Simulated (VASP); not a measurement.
# Pt (P2_1/m) in VASP: further runs

Runs on Pt. Level: LDA. Tasks: single point.

Program: VASP 6.6.1. These are calculated values, not measurements. Logs are shortened: lines on timing, memory, paths and dates and some standing lists are left out, and cuts for length are marked.

## (1) The cell of the first run

It takes space group P2_1/m (No. 11, monoclinic). Conventional cell: a = 2.708 Å, b = 4.677 Å, c = 2.708 Å, α = 90.00°, β = 120.00°, γ = 90.00°. Within 3.6 Å of Pt (site symmetry m) lie 12 Pt at 2.71 to 2.84 Å.

## (2) Single point, LDA

INCAR reads:

```
SYSTEM = Pt
ALGO = Fast
EDIFF = 1E-7
ENCUT = 520
GGA = CA
ISIF = 2
ISMEAR = 0
LASPH = .True.
LCHARG = .False.
LREAL = .False.
LWAVE = .False.
NBANDS = 28
NELM = 100
PREC = Accurate
SIGMA = 0.15
```

KPOINTS reads:

```
k-points
0
Gamma
  18 18 6
  0 0 0
```

POSCAR reads:

```
Pt
1.0
    2.7082945870      0.0000000000      0.0000000000
   -1.3541472935      2.3454519133      0.0000000000
    0.0000000000      0.0000000000      9.3530207388
Pt
4
Direct
    0.6626091712      0.3444186171      0.3750000000
    0.6626091712      0.3444186171      0.8750000000
    0.3373908288      0.6555813829      0.1250000000
    0.3373908288      0.6555813829      0.6250000000
```

Potentials or basis: VASP PAW LDA potentials, release 64 (Pt).

Launch:

```bash
cat potpaw_LDA.64/Pt/POTCAR > POTCAR
mpirun -np 1 vasp_std > vasp.out
```

OUTCAR:

```text
SYSTEM = Pt
   EDIFF = 1E-7
   ENCUT = 520
   GGA = CA
   ISIF = 2
   ISMEAR = 0
   LASPH = .True.
   LREAL = .False.
   NELM = 100
   PREC = Accurate

 ion  position               nearest neighbor table
   1  0.663  0.344  0.375-   3 2.77   4 2.77   3 2.82   4 2.82   3 2.84   4 2.84
   2  0.663  0.344  0.875-   3 2.77   4 2.77   3 2.82   4 2.82   3 2.84   4 2.84
   3  0.337  0.656  0.125-   1 2.77   2 2.77   1 2.82   2 2.82   1 2.84   2 2.84
   4  0.337  0.656  0.625-   1 2.77   2 2.77   1 2.82   2 2.82   1 2.84   2 2.84

  LATTYP: Found a hexagonal cell.
 ALAT       =     2.7082945870
 C/A-ratio  =     3.4534724486

  Lattice vectors:

 A1 = (   2.7082945870,   0.0000000000,   0.0000000000)
 A2 = (  -1.3541472935,   2.3454519133,   0.0000000000)
 A3 = (   0.0000000000,   0.0000000000,   9.3530207388)

Analysis of symmetry for initial positions (statically):
=====================================================================
 Subroutine PRICEL returns following result:

  LATTYP: Found a hexagonal cell.
 ALAT       =     2.7082945870
 C/A-ratio  =     1.7267362243

  Lattice vectors:

 A1 = (   2.7082945870,   0.0000000000,   0.0000000000)
 A2 = (  -1.3541472935,   2.3454519133,   0.0000000000)
 A3 = (   0.0000000000,   0.0000000000,   4.6765103694)

   2 primitive cells build up your supercell.

 Routine SETGRP: Setting up the symmetry group for a
 hexagonal supercell.

 Subroutine GETGRP returns: Found  4 space group operations
 (whereof  2 operations were pure point group operations)
 out of a pool of 24 trial point group operations.

The static configuration has the point symmetry S_2 .
 The point group associated with its full space group is C_2h.

Analysis of symmetry for dynamics (positions and initial velocities):
=====================================================================
 Subroutine PRICEL returns following result:

  LATTYP: Found a hexagonal cell.
 ALAT       =     2.7082945870
 C/A-ratio  =     1.7267362243

  Lattice vectors:

 A1 = (   2.7082945870,   0.0000000000,   0.0000000000)
 A2 = (  -1.3541472935,   2.3454519133,   0.0000000000)
 A3 = (   0.0000000000,   0.0000000000,   4.6765103694)

   2 primitive cells build up your supercell.

[... 102 lines left out ...]
   ISPIN  =      1    spin polarized calculation?
   LNONCOLLINEAR =      F non collinear calculations
   LSORBIT =      F    spin-orbit coupling
   LASPH  =      T    aspherical Exc in radial PAW
   ENCUT  =  520.0 eV  38.22 Ry    6.18 a.u.   5.04  5.04 17.39*2*pi/ulx,y,z
   NELM   =    100;   NELMIN=  2; NELMDL= -5     # of ELM steps
   EDIFF  = 0.1E-06   stopping-criterion for ELM
   LREAL  =      F    real-space projection
   EDIFFG = 0.1E-05   stopping-criterion for IOM
   NSW    =      0    number of steps for IOM
   IBRION =     -1    ionic relax: 0-MD 1-quasi-New 2-CG
   NFREE  =      0    steps in history (QN), initial steepest desc. (CG)
   ISIF   =      2    stress and relaxation
   ISYM   =      2    0-nonsym 1-usesym 2-fastsym
   POTIM  = 0.5000    time-step for ionic-motion
   TEBEG  =    0.0;   TEEND  =   0.0 temperature during run
   PSTRESS=    0.0 pullay stress
   NELECT =      40.0000    total number of electrons
   NUPDOWN=      -1.0000    fix difference up-down
   EMIN   =  10.00;   EMAX   =-10.00  energy-range for DOS
   EFERMI =   0.00;   METHOD = LEGACY
   ISMEAR =     0;   SIGMA  =   0.15  broadening in eV -4-tet -1-fermi 0-gaus
   EFERMI_NEDOS =   21; number of points for ismear=-14 and -15
   IALGO  =     68    algorithm
   IMIX   =      4    mixing-type and parameters
     AMIX     =   0.40;   BMIX     =  1.00
     AMIX_MAG =   1.60;   BMIX_MAG =  1.00
  volume/ion in A,a.u.               =      14.85       100.23
  Fermi-wavevector in a.u.,A,eV,Ry     =   1.434840  2.711454 28.011198  2.058765
  Thomas-Fermi vector in A             =   2.554204
   LORBIT       =      0    0 simple, 1 ext, 2 COOP (PROOUT), +10 PAW based schemes
   GGA     = CA    functional components
   LHFCALC =     F    Hartree Fock is set to
   AEXX    =    0.0000 exact exchange contribution
   IVDW    =     0    specifies the selected vdW correction
   LEPSILON=     F    determine dielectric tensor
   LRPA    =     F    only Hartree local field effects (RPA)
 non-spin polarized calculation
 RMM-DIIS sequential band-by-band and
 Gauss-broadening in eV      SIGMA  =   0.15
  energy-cutoff  :      520.00
  volume of cell :       59.41
 maximum number of plane-waves:      1629
   NGX = 11   NGY = 11   NGZ = 35

 number of electron      40.0000001 magnetization

 Free energy of the ion-electron system (eV)
  ---------------------------------------------------
  ext. energy  EPLUGINS =         0.00000000
  ---------------------------------------------------
  free energy    TOTEN  =       -29.80098215 eV

  energy without entropy =      -29.72406706  energy(sigma->0) =      -29.76252461

 E-fermi :  11.4138     XC(G=0): -13.7716

 val. band max:       11.4121518559   @ k =  -0.3333   0.3333   0.0000
 cond. band min:      11.4141723420   @ k =  -0.0556   0.4444   0.1667
 fundamental gap:      0.0020204861
 Fermi energy:        11.4137970167

 k-point     1 :       0.0000    0.0000    0.0000
  band No.  band energies     occupation
      1       1.0176      2.00000
      2       2.8528      2.00000
      3       2.8528      2.00000
      4       3.7220      2.00000
      5       7.0332      2.00000
      6       7.0332      2.00000
[... 733 lines left out ...]
     27      18.9269      0.00000
     28      19.9253      0.00000

 [... further k-points ...]

------------------------ aborting loop because EDIFF is reached ----------------------------------------

  FORCE on cell =-STRESS in cart. coord.  units (eV):
  Direction    XX          YY          ZZ          XY          YZ          ZX
  --------------------------------------------------------------------------------------
  -------------------------------------------------------------------------------------
  Total        0.5010831      0.3619668      0.1942490     -0.1133626      0.0000000      0.0000000
  in kB       13.5128201      9.7612396      5.2383573     -3.0570735      0.0000000      0.0000000
  external PRESSURE =       9.5041390 kB  Pullay stress =       0.0000000 kB

 VOLUME and BASIS-vectors are now :
 -----------------------------------------------------------------------------
  energy-cutoff  :      520.00
  volume of cell :       59.41
      direct lattice vectors                 reciprocal lattice vectors
     2.708294587  0.000000000  0.000000000     0.369236052  0.213178534  0.000000000
    -1.354147294  2.345451913  0.000000000     0.000000000  0.426357068  0.000000000
     0.000000000  0.000000000  9.353020739     0.000000000  0.000000000  0.106917329

 POSITION                                       TOTAL-FORCE (eV/Angst)
 -----------------------------------------------------------------------------------
      1.32815      0.80782      3.50738         0.016208      0.003057     -0.000000
      1.32815      0.80782      8.18389         0.016208      0.003057     -0.000000
      0.02600      1.53763      1.16913        -0.016208     -0.003057      0.000000
      0.02600      1.53763      5.84564        -0.016208     -0.003057      0.000000
 -----------------------------------------------------------------------------------
    total drift:                                0.000000     -0.000000     -0.000000

  FREE ENERGIE OF THE ION-ELECTRON SYSTEM (eV)
  ---------------------------------------------------
  free  energy   TOTEN  =       -29.8009821508 eV

  energy  without entropy=      -29.7240670608  energy(sigma->0) =      -29.76252461
```

OSZICAR:

```text
N       E                     dE             d eps       ncg     rms          rms(c)
DAV:   1     0.242770016573E+03    0.24277E+03   -0.20785E+04 36736   0.139E+03
DAV:   2    -0.241398259983E+02   -0.26691E+03   -0.25552E+03 40648   0.311E+02
DAV:   3    -0.314765054118E+02   -0.73367E+01   -0.71809E+01 41952   0.500E+01
[... 11 lines left out ...]
RMM:  15    -0.298010267146E+02    0.26483E-04   -0.69198E-06 38586   0.181E-02    0.245E-01
RMM:  16    -0.298009907204E+02    0.35994E-04   -0.28840E-05 42134   0.364E-02    0.104E-01
RMM:  17    -0.298009830982E+02    0.76222E-05   -0.10347E-05 38742   0.217E-02    0.341E-02
RMM:  18    -0.298009822011E+02    0.89715E-06   -0.22541E-06 38683   0.947E-03    0.748E-03
RMM:  19    -0.298009821508E+02    0.50236E-07   -0.25372E-07 24539   0.291E-03
   1 F= -.29800982E+02 E0= -.29762525E+02  d E =-.769151E-01
```

stdout:

```text
POSCAR found type information on POSCAR Pt
 POSCAR found :  1 types and       4 ions
 scaLAPACK will be used
 LDA part: xc-table for (Slater(with rela. corr.)+CA(PZ))
 , standard interpolation
 POSCAR, INCAR and KPOINTS ok, starting setup
 FFT: planning ... GRIDC
 FFT: planning ... GRID_SOFT
 FFT: planning ... GRID
 WAVECAR not read
 entering main loop
```

It took 34 min on 1 thread of Intel Xeon 8259CL, shared host; peak memory 0.79 GiB.

Results:

* Free energy: -29.8010 eV
* Pressure: 1.0 GPa
* Largest force: 0.016 eV/Å
* Band gap on the k mesh: zero (bands 20 and 21 overlap by 1.42 eV)

Forces on the atoms (eV/Å):
```
Pt   0.016  0.003  0.000
Pt   0.016  0.003  0.000
Pt  -0.016 -0.003  0.000
Pt  -0.016 -0.003  0.000
```

Caveat: spin-orbit coupling is left out, which moves the levels of the heavy elements.

## (3) Single point, LDA (atoms displaced along a vibrational mode)

INCAR reads:

```
PREC = Accurate ; ENCUT = 520
EDIFF = 1E-6 ; ISMEAR = 0
SIGMA = 0.15 ; LREAL = F
LASPH = T ; NELM = 100
ALGO = Fast ; ISIF = 2
LWAVE = F ; LCHARG = F
NBANDS = 28
```

KPOINTS reads:

```
Automatic mesh
0
Gamma
  18 18 6
```

POSCAR reads:

```
Pt
1.0
    2.7082945870      0.0000000000      0.0000000000
   -1.3541472935      2.3454519133      0.0000000000
    0.0000000000      0.0000000000      9.3530207388
Pt
4
Direct
    0.6474663920      0.3333333333      0.3750000000
    0.6474663920      0.3333333333      0.8750000000
    0.3525336080      0.6666666667      0.1250000000
    0.3525336080      0.6666666667      0.6250000000
```

Potentials or basis: VASP PAW LDA potentials, release 64 (Pt).

Launch:

```bash
cat potpaw_LDA.64/Pt/POTCAR > POTCAR
mpirun -np 1 vasp_std > vasp.out
```

Wall time 29 min (1 thread of Intel Xeon 8259CL, shared host); peak memory 0.79 GiB.

The run converged. Its results:

* Free energy: -29.8019 eV
* Pressure: 1.0 GPa
* Largest force: 0.039 eV/Å
* Band gap on the k mesh: zero (bands 20 and 21 overlap by 1.43 eV)

Forces on the atoms (eV/Å):
```
Pt  -0.006 -0.039  0.000
Pt  -0.006 -0.039  0.000
Pt   0.006  0.039  0.000
Pt   0.006  0.039  0.000
```

Stress tensor (GPa, compression positive):
```
 1.37 -0.38  0.00
-0.38  0.93  0.00
 0.00  0.00  0.71
```

Levels at points of the mesh, in eV from the Fermi level:
```
           k point  band 16  band 17  band 18  band 19  band 20  band 21  band 22  band 23  band 24  band 25
(0.00, 0.00, 0.00)    -2.25    -1.78    -0.97    -0.96    -0.96    -0.81    -0.81    -0.47    -0.04     5.16
(0.50, 0.00, 0.00)     0.06     0.36     0.45     0.45     0.49     1.95     1.95     2.15     4.13     6.68
(0.00, 0.50, 0.00)    -0.02     0.31     0.44     0.44     0.54     1.68     1.68     2.38     3.94     6.90
(0.50, 0.50, 0.00)     0.00     0.27     0.44     0.44     0.58     1.40     1.40     2.60     3.74     7.09
(0.00, 0.00, 0.50)    -2.79    -1.82    -1.82    -1.42    -1.42    -0.50    -0.50    -0.27    -0.27     7.98
(0.50, 0.00, 0.50)    -0.51     0.41     0.41     0.48     0.48     1.07     1.07     3.61     3.61     6.94
(0.00, 0.50, 0.50)    -0.68     0.37     0.37     0.51     0.51     1.35     1.35     3.40     3.40     7.19
(0.50, 0.50, 0.50)    -0.68     0.33     0.33     0.54     0.54     1.62     1.62     3.18     3.18     7.42
```

Caveat: the cell differs from its parent crystal (atoms displaced along a vibrational mode); spin-orbit coupling is left out, which moves the levels of the heavy elements.
